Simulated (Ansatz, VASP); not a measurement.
## BAs: VASP beside Ansatz

The input INCAR:

```
PREC = Accurate ; ENCUT = 600
EDIFF = 1E-6 ; ISMEAR = 0
SIGMA = 0.1 ; LREAL = False
LASPH = True ; NELM = 100
ALGO = Normal ; ISIF = 3
LWAVE = False ; LCHARG = False
GGA = PE ; IBRION = 2
NSW = 90 ; EDIFFG = -0.04
```

File KPOINTS:

```
regular mesh
0
Gamma
  6 6 6
```

Contents of POSCAR:

```
BAs
1.0
    3.1815970400      0.0000000000      0.0000000000
    0.0000000000      3.1815970400      0.0000000000
    0.0000000000      0.0000000000      3.1815970400
B As
1 1
Direct
    0.5000000000      0.5000000000      0.5000000000
    0.0000000000      0.0000000000      0.0000000000
```

Input for Ansatz:

```yaml
crystal:
  lattice:
    - [3.18159704, 0.0, 0.0]
    - [0.0, 3.18159704, 0.0]
    - [0.0, 0.0, 3.18159704]
  atoms:
    - { symbol: B, position: [0.5, 0.5, 0.5] }
    - { symbol: As, position: [0.0, 0.0, 0.0] }
basis:
  ecutwfc: 420
kpoints:
  mp_grid: { grid: [6, 6, 6] }
hamiltonian:
  xc: pbe
scf:
  occupations: { method: gaussian, width: 0.1 }
  lower_state_search: "off"
output:
  forces: true
  stress: true
  eigenvalues: true
relax:
  adjacent_minimum: "off"
  f_tol: 0.04
  max_steps: 70
  cell: { stress_tol: 0.4 }
```

Alike in both runs: task relaxation of cell and atoms; functional PBE; k mesh 6 × 6 × 6; occupations gaussian, width 0.1 eV; no spin polarisation.

|  | VASP | Ansatz |
| --- | --- | --- |
| version | VASP 6.6.1 | Ansatz 0.2.0 |
| potentials or method | VASP PAW PBE potentials, release 64 (B, As), cutoff 600 eV | scalar-relativistic, plane waves, PAW |
| valence electrons in the cell | 8 | 18 |

Ansatz gave:

- gap on the k mesh at the Fermi level, each at its own relaxed structure (eV): none
- relaxed volume (Å³/atom): 12.81
- relaxed cell length with the largest relative difference (Å): 2.948

**Question.** Which values does VASP return?

**Answer.** gap on the k mesh at the Fermi level, each at its own relaxed structure (eV): none; relaxed volume (Å³/atom): 12.80; relaxed cell length with the largest relative difference (Å): 2.947.

A gap of «none» marks a metal or a gap that the smearing closes. VASP's potentials hold 8 valence electrons a cell and Ansatz's 18, so a difference there can come from the potentials and not from the codes.

Noted on VASP's run: the volume moved by over 15 % at a fixed basis, so the end points are rough; too few bands were computed for a metal, which touches its energy and stress.
